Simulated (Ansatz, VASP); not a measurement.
**One calculation of Zr3Ti, two programs**

```xyz
4
Lattice="4.4331 0.0000 0.0000 0.0000 4.4331 0.0000 0.0000 0.0000 4.4331" Properties=species:S:1:pos:R:3 pbc="T T T"
Zr    0.0000    2.2166    2.2166
Zr    2.2166    0.0000    2.2166
Zr    2.2166    2.2166    0.0000
Ti    0.0000    0.0000    0.0000
```

Alike in both runs: functional PBE; k mesh 4 × 4 × 4; occupations gaussian, width 0.1 eV; no spin polarisation.

Ansatz relaxed the structure, and its values are those at the end. VASP's run is a single point on that final structure, the one shown.

```csv
,VASP,Ansatz
version,VASP 6.6.1,Ansatz 0.2.0
potentials or method,"VASP PAW PBE potentials, release 64 (Zr_sv, Ti_sv), cutoff 520 eV","scalar-relativistic, plane waves, PAW"
valence electrons in the cell,48,48
```

|  | VASP | Ansatz | Ansatz less VASP |
| --- | --- | --- | --- |
| gap on the k mesh at the Fermi level (eV) | none | none | - |
| pressure (GPa) | 0.0 | 0.0 | +0.05 |

A gap of «none» marks a metal or a gap that the smearing closes.
